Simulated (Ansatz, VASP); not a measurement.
One calculation of WS2, two programs

Contents of INCAR:

```
SYSTEM = WS2
PREC = Accurate
ENCUT = 520
EDIFF = 1E-6
ISMEAR = 0
SIGMA = 0.05
LREAL = .FALSE.
LASPH = .TRUE.
NELM = 100
ALGO = Normal
ISIF = 2
LWAVE = .FALSE.
LCHARG = .FALSE.
GGA = PS
IVDW = 12
NBANDS = 20
```

File KPOINTS:

```
regular mesh
0
G
  12 12 2
  0 0 0
```

The input POSCAR:

```
WS2
1.0
    3.1758675515      0.0000000000      0.0000000000
   -1.5879337758      2.7503819787      0.0000000000
    0.0000000000      0.0000000000     17.2191130284
W S
1 2
Direct
    0.3333333333      0.6666666667      0.0000000000
    0.6666666667      0.3333333333      0.9071447969
    0.6666666667      0.3333333333      0.0928552031
```

Input for Ansatz:

```yaml
crystal:
  lattice:
    - [3.1758675515, 0.0, 0.0]
    - [-1.5879337758, 2.7503819787, 0.0]
    - [0.0, 0.0, 17.2191130284]
  atoms:
    - { symbol: W, position: [0.3333333333, 0.6666666667, 0.0] }
    - { symbol: S, position: [0.6666666667, 0.3333333333, 0.9071447969] }
    - { symbol: S, position: [0.6666666667, 0.3333333333, 0.0928552031] }
basis:
  ecutwfc: 420
kpoints:
  mp_grid: { grid: [12, 12, 2] }
hamiltonian:
  xc: pbesol
  dispersion: d3bj
scf:
  occupations: { method: gaussian, width: 0.05 }
output:
  forces: true
  stress: true
  eigenvalues: true
```

Change from the starting cell: mode 4 frozen in at +0.000 Å, equal normal strain along x, y and z +0.0167.

Alike in both runs: task single point; functional PBEsol; dispersion D3(BJ); k mesh 12 × 12 × 2; occupations gaussian, width 0.05 eV; no spin polarisation.

```csv
,VASP,Ansatz
version,VASP 6.6.1,Ansatz 0.2.0
potentials or method,"VASP PAW PBE potentials, release 64 (W_sv, S), cutoff 520 eV","scalar-relativistic, plane waves, PAW"
valence electrons in the cell,26,26
```

```tsv
	VASP	Ansatz	Ansatz less VASP
gap on the k mesh at the Fermi level (eV)	1.90	1.90	-0.001
least direct gap on the mesh (eV)	1.91	1.91	-0.004
rms of the force components (eV/Å)	0.403	0.412	+0.0095
```

VASP's potentials were made for PBE, not for PBEsol. Atom by atom the forces differ by 0.010 eV/Å (rms over components).

Neither program's run includes spin-orbit coupling.
